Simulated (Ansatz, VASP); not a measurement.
**InAs in VASP and in Ansatz**

INCAR

```
SYSTEM = InAs
PREC = Accurate ; ENCUT = 520
EDIFF = 1E-6 ; ISMEAR = 0
SIGMA = 0.05 ; LREAL = .FALSE.
LASPH = .TRUE. ; NELM = 60
ALGO = Normal ; ISIF = 2
LWAVE = .FALSE. ; LCHARG = .FALSE.
GGA = PE ; NBANDS = 16
```

KPOINTS

```
Automatic mesh
0
G
  14 14 14
  0 0 0
```

File POSCAR:

```
InAs
1.0
    0.0000000000      2.7112233177      2.7112233177
    2.7112233177      0.0000000000      2.7112233177
    2.7112233177      2.7112233177      0.0000000000
In As
1 1
Direct
    0.5000000000      0.5000000000      0.5000000000
    0.0000000000      0.0000000000      0.0000000000
```

Input for Ansatz:

```yaml
crystal:
  lattice:
    - [0.0, 2.7112233177, 2.7112233177]
    - [2.7112233177, 0.0, 2.7112233177]
    - [2.7112233177, 2.7112233177, 0.0]
  atoms:
    - { symbol: In, position: [0.5, 0.5, 0.5] }
    - { symbol: As, position: [0.0, 0.0, 0.0] }
basis:
  ecutwfc: 420
  ecutrho_ratio: 4
kpoints:
  mp_grid: { grid: [14, 14, 14] }
hamiltonian:
  xc: pbe
scf:
  occupations: { method: gaussian, width: 0.05 }
output:
  forces: true
  stress: true
  eigenvalues: true
```

Alike in both runs: task single point; functional PBE; k mesh 14 × 14 × 14; occupations gaussian, width 0.05 eV; no spin polarisation.

```csv
,VASP,Ansatz
version,VASP 6.6.1,Ansatz 0.2.0
potentials or method,"VASP PAW PBE potentials, release 64 (In_d, As), cutoff 520 eV","scalar-relativistic, plane waves, PAW"
valence electrons in the cell,18,28
```

|  | VASP | Ansatz | Ansatz less VASP |
| --- | --- | --- | --- |
| gap on the k mesh at the Fermi level (eV) | none | none | - |
| pressure (GPa) | 16.7 | 16.5 | -0.20 |

A gap of «none» marks a metal or a gap that the smearing closes. VASP's potentials hold 18 valence electrons a cell and Ansatz's 28, so a difference there can come from the potentials and not from the codes.
